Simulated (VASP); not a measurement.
Runs of VASP 6.6.1 on GaSb (qe600). The structure is that of space group F-43m (No. 216), or close to it. The cells are those of the table. 

```tsv
task	cell	k mesh	cutoff (eV)	smearing	gap on the mesh (eV)	pressure (GPa)	relaxed volume (Å³/atom)
single point	a = 4.277 Å, angles 60.0°, 2 atoms	10 × 10 × 10	520	gaussian 0.1 eV	0.12	0.2	-
relaxation of cell and atoms	relaxed from a = 4.340 Å, angles 60.0°, 2 atoms	10 × 10 × 10	600	gaussian 0.1 eV	(b)	0.0	27.76
single point	a = 4.276 Å, angles 60.0°, 2 atoms	8 × 8 × 8	520	gaussian 0.01 eV	0.13	0.2	-
relaxation of cell and atoms	relaxed from a = 4.277 Å, angles 60.0°, 2 atoms	8 × 8 × 8	600	gaussian 0.01 eV	0.10	0.0	27.75
single point	a = 4.340 Å, angles 60.0°, 2 atoms	6 × 6 × 6	520	gaussian 0.1 eV	none	(a)	-
```

Alike in all rows: level LDA; potentials or basis VASP PAW LDA potentials, release 64 (Ga_d, Sb); no spin polarisation.

Task: Estimate the missing entries.

Result: (a) -1.9; (b) 0.09.

Caveats: spin-orbit coupling is left out, which moves the levels of the heavy elements.

A k mesh can miss the band edges, and the runs leave out spin-orbit coupling on Ga, Sb.

A gap of «none» marks levels without a gap at the run's occupations.
